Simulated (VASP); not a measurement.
Write the native input for VASP 6.6.1 that does the following.

* Task: single point
* Functional: PBE
* Potentials or basis: VASP PAW PBE potentials, release 64 (Mo_sv, Sb)
* Cutoff: 520 eV
* k mesh: 6 × 6 × 6
* Occupations: gaussian, width 0.05 eV
* Spin: no spin polarisation
* Dipole correction: no
* Further INCAR settings: ALGO = Normal; EDIFF = 1e-06; NBANDS = 16

The structure of SbMo lies in POSCAR:

```
SbMo
1.0
    0.0000000000      2.7294892755      2.7294892755
    2.7294892755      0.0000000000      2.7294892755
    2.7294892755      2.7294892755      0.0000000000
Mo Sb
1 1
Direct
    0.5000000000      0.5000000000      0.5000000000
    0.0000000000      0.0000000000      0.0000000000
```

The input as run:

INCAR

```
SYSTEM = SbMo
PREC = Accurate
ENCUT = 520
EDIFF = 1E-6
ISMEAR = 0
SIGMA = 0.05
LREAL = .False.
LASPH = .True.
NELM = 100
ALGO = Normal
ISIF = 2
LWAVE = .False.
LCHARG = .False.
GGA = PE
NBANDS = 16
```

KPOINTS

```
regular mesh
0
Gamma
  6 6 6
  0 0 0
```

Potentials or basis: VASP PAW PBE potentials, release 64 (Mo_sv, Sb).

Run with:

```sh
$ cat potpaw_PBE.64/Mo_sv/POTCAR potpaw_PBE.64/Sb/POTCAR > POTCAR
$ mpirun -np 1 vasp_std > vasp.out
```

It gave:

```json
{"Pressure": "4.5 GPa"}
```

Run time: 6.9 s on 1 thread of Intel(R) Xeon(R) 6975P-C (Granite Rapids), on a shared host, peak memory 0.16 GiB.
